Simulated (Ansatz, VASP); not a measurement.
Hf3H: VASP beside Ansatz

```xyz
4
Lattice="4.2281 0.0000 0.0000 0.0000 4.2281 0.0000 0.0000 0.0000 4.2281" Properties=species:S:1:pos:R:3 pbc="T T T"
Hf    0.0000    2.1141    2.1141
Hf    2.1141    0.0000    2.1141
Hf    2.1141    2.1141    0.0000
H     0.0000    0.0000    0.0000
```

Alike in both runs: functional PBE; k mesh 12 × 12 × 12; occupations gaussian, width 0.1 eV; no spin polarisation.

Ansatz relaxed the structure, and its values are those at the end. VASP's run is a single point on that final structure, the one shown.

|  | VASP | Ansatz |
| --- | --- | --- |
| version | VASP 6.6.1 | Ansatz 0.2.0 |
| potentials or method | VASP PAW PBE potentials, release 64 (Hf_pv, H), cutoff 520 eV | scalar-relativistic, plane waves, PAW |
| valence electrons in the cell | 31 | 79 |

|  | VASP | Ansatz | Ansatz less VASP |
| --- | --- | --- | --- |
| gap on the k mesh at the Fermi level (eV) | none | none | - |
| pressure (GPa) | -0.3 | 0.0 | +0.33 |

A gap of «none» marks a metal or a gap that the smearing closes. With one functional, cell and mesh, what is left measures potentials, basis and numerics. VASP's potentials hold 31 valence electrons a cell and Ansatz's 79, so a difference there can come from the potentials and not from the codes.

Spin-orbit coupling is off throughout.
